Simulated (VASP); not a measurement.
**CuPd2F: relaxation of cell and atoms with PBE**

Crystal: CuPd2F.

```
Cu Pd F
1.0
    -2.40037    2.40037    2.28419
     2.40037   -2.40037    2.28419
     2.40037    2.40037   -2.28419
Cu Pd F
1 2 1
Direct
  0.00000 0.00000 0.00000
  0.50000 0.00000 0.50000
  0.00000 0.50000 0.50000
  0.50000 0.50000 0.00000
```

The cell was generated, and may not be a known phase.

```yaml
Program: VASP 6.6.1
Task: relaxation of cell and atoms
Functional: PBE
Potentials_or_basis: VASP PAW PBE potentials, release 64 (Cu, Pd, F)
Cutoff: 600 eV
k_mesh: 6 × 6 × 6
Occupations: gaussian, width 0.1 eV
Spin: collinear spin
Starting_moments: "[1.0, 0.0, 0.0, 0.0] μB"
Dipole_correction: no
Further_INCAR_settings: ALGO = Normal; EDIFF = 1e-07; IBRION = 2; EDIFFG = -0.04; NSW = 90; ISIF = 3
```

| Property | Result |
| --- | --- |
| Relaxed volume | 15.52 Å³/atom |
| Relaxed cell | a = 4.328 Å, b = 4.328 Å, c = 4.328 Å, α = 111.81°, β = 111.81°, γ = 104.88° |
| Space group after relaxing (to 0.1 Å) | I4/mmm (No. 139) |
| Energy gained by relaxing | 273.6 meV/atom |
| Ionic steps | 8 |
| Pressure after relaxing | 0.0 GPa |
| Band gap on the k mesh | zero (filled and empty bands overlap) |
| Net moment | 0.00 μB per cell |
| Valence electrons inside the program's atomic spheres | Cu 9.93; Pd 9.23; F 5.97 |

Stress tensor (GPa, compression positive):
```
 0.04  0.00  0.00
 0.00  0.04  0.00
 0.00  0.00 -0.07
```

Step by step:
```csv
step,energy change (eV),largest force (eV/Å),pressure (GPa),volume (Å³)
1,0.0000,0.0000,27.33,52.64
2,-0.7926,0.0000,-9.24,71.23
3,-1.0439,0.0000,-1.62,63.24
4,-1.0439,0.0000,-2.10,63.58
5,-1.0896,0.0000,-0.31,62.23
6,-1.0936,0.0000,0.54,61.72
7,-1.0936,0.0000,0.60,61.69
8,-1.0946,0.0000,0.00,62.10
```

Final structure:
```cif
data_structure
_symmetry_space_group_name_H-M 'P 1'
_symmetry_Int_Tables_number 1
_cell_length_a 4.3277
_cell_length_b 4.3277
_cell_length_c 4.3277
_cell_angle_alpha 111.814
_cell_angle_beta 111.814
_cell_angle_gamma 104.882
_cell_volume 62.10
loop_
_atom_site_label
_atom_site_type_symbol
_atom_site_fract_x
_atom_site_fract_y
_atom_site_fract_z
_atom_site_occupancy
Cu1 Cu 0.00000 0.00000 0.00000 1
Pd1 Pd 0.50000 0.00000 0.50000 1
Pd2 Pd 0.00000 0.50000 0.50000 1
F1 F 0.50000 0.50000 0.00000 1
```

Levels at points of the mesh, in eV from the Fermi level:
Spin up:
| k point | band 15 | band 16 | band 17 | band 18 | band 19 | band 20 | band 21 | band 22 | band 23 | band 24 |
| --- | --- | --- | --- | --- | --- | --- | --- | --- | --- | --- |
| (0.00, 0.00, 0.00) | -0.68 | -0.57 | -0.51 | -0.21 | -0.21 | 0.97 | 5.49 | 5.49 | 6.70 | 8.66 |
| (0.50, 0.00, 0.00) | -1.25 | -1.12 | -0.58 | -0.52 | -0.40 | 0.09 | 1.12 | 5.14 | 7.07 | 7.67 |
| (0.50, 0.50, 0.00) | -1.04 | -0.97 | -0.83 | -0.57 | -0.41 | 0.50 | 1.77 | 4.56 | 7.09 | 7.18 |
| (0.50, 0.50, 0.50) | -0.65 | -0.50 | -0.23 | -0.23 | -0.18 | 2.39 | 2.69 | 2.69 | 3.70 | 4.01 |
Spin down:
```
           k point  band 16  band 17  band 18  band 19  band 20  band 21  band 22  band 23
(0.00, 0.00, 0.00)    -0.57    -0.51    -0.21    -0.21     0.97     5.49     5.49     6.70
(0.50, 0.00, 0.00)    -1.12    -0.58    -0.52    -0.40     0.09     1.12     5.14     7.07
(0.50, 0.50, 0.00)    -0.97    -0.83    -0.57    -0.41     0.50     1.77     4.56     7.09
(0.50, 0.50, 0.50)    -0.50    -0.23    -0.23    -0.18     2.39     2.69     2.69     3.70
```

Run time: 8.8 min on 1 thread of AMD EPYC 9R45 96-Core Processor (Zen 5), with other jobs on the host, peak memory 0.27 GiB.

Caveat: the volume moved by over 15 % at a fixed basis, so the end points are rough. With open d or f shells a metallic result of PBE can be an artefact of self-interaction; +U or a hybrid may open a gap.
